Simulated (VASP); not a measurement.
## InAs: single point with PBEsol

The system is InAs.

```
In As
1.0
     0.00000    3.02630    3.02630
     3.02630    0.00000    3.02630
     3.02630    3.02630    0.00000
In As
1 1
Cartesian
  0.0000 0.0000 0.0000
  4.5394 4.5394 4.5394
```

| Property | Result |
| --- | --- |
| Program | VASP 6.6.1 |
| Task | single point |
| Functional | PBEsol |
| Potentials or basis | VASP PAW PBE potentials, release 64 (In_d, As) |
| Cutoff | 520 eV |
| k mesh | 14 × 14 × 14 |
| Occupations | fermi-dirac, width 0.08 eV |
| Spin | no spin polarisation |
| Dipole correction | no |
| Further INCAR settings | ALGO = Normal; EDIFF = 1e-06; NBANDS = 16 |

The pressure is 1.1 GPa. The band gap on the k mesh is zero (filled and empty bands touch).

Levels at points of the mesh, in eV from the Fermi level:
```csv
k point,band 5,band 6,band 7,band 8,band 9,band 10,band 11,band 12,band 13,band 14
"(0.00, 0.00, 0.00)",-14.43,-12.10,-0.53,-0.23,-0.23,-0.23,3.62,3.62,3.62,7.09
"(0.50, 0.00, 0.00)",-14.42,-10.63,-6.03,-1.22,-1.22,0.64,4.39,4.39,6.48,8.66
"(0.50, 0.50, 0.00)",-14.41,-10.08,-6.10,-2.57,-2.57,1.21,1.75,8.83,8.97,8.97
```

Wall time 77 s on 1 thread of Intel Xeon 8259CL, with other jobs on the host, peak memory 0.24 GiB.

Caveat: semilocal functionals underestimate gaps, and a narrow one can read as zero; the PAW data sets were made with another functional, which shifts forces and pressure a little; spin-orbit coupling is left out, which moves the levels of the heavy elements.
